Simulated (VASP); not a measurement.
A run of VASP 6.6.1 is set up as follows.

The input INCAR:

```
  ALGO = Normal
  EDIFF = 1E-6
  ENCUT = 520
  GGA = PE
  ISIF = 2
  ISMEAR = 0
  LASPH = True
  LCHARG = False
  LREAL = False
  LWAVE = False
  NBANDS = 39
  NELM = 100
  PREC = Accurate
  SIGMA = 0.1
```

The input KPOINTS:

```
k-points
0
Gamma
  6 6 4
```

The input POSCAR:

```
Hf2Ge3
1.0
    4.0294786200      0.0000000000      0.0000000000
   -2.0147393100      3.4896308400      0.0000000000
    0.0000000000      0.0000000000      6.3065522700
Hf Ge
2 3
Direct
    0.3333333300      0.6666666700      0.2500000000
    0.6666666700      0.3333333300      0.7500000000
    0.2499999900      0.2499999900      0.0000000000
    0.7500000100      0.0000000000      0.0000000000
    0.0000000000      0.7500000100      0.0000000000
```

Potentials or basis: VASP PAW PBE potentials, release 64 (Hf_pv, Ge_d).

The run is started by

```sh
$ cat potpaw_PBE.64/Hf_pv/POTCAR potpaw_PBE.64/Ge_d/POTCAR > POTCAR
$ mpirun -np 1 vasp_std > vasp.out
```

(1) Predict the band gap on the k mesh.

(2) Predict the largest force.

(3) Predict the pressure.

## Answers

(1) zero (bands 31 and 32 overlap by 1.75 eV).

(2) 35.826 eV/Å.

(3) 152.5 GPa.

Caveat: the stress differs along the axes, from 87 to 185 GPa; spin-orbit coupling is left out, which moves the levels of the heavy elements; forces of over 1 eV/Å act on the atoms, so gaps and moduli don't describe the material at rest.
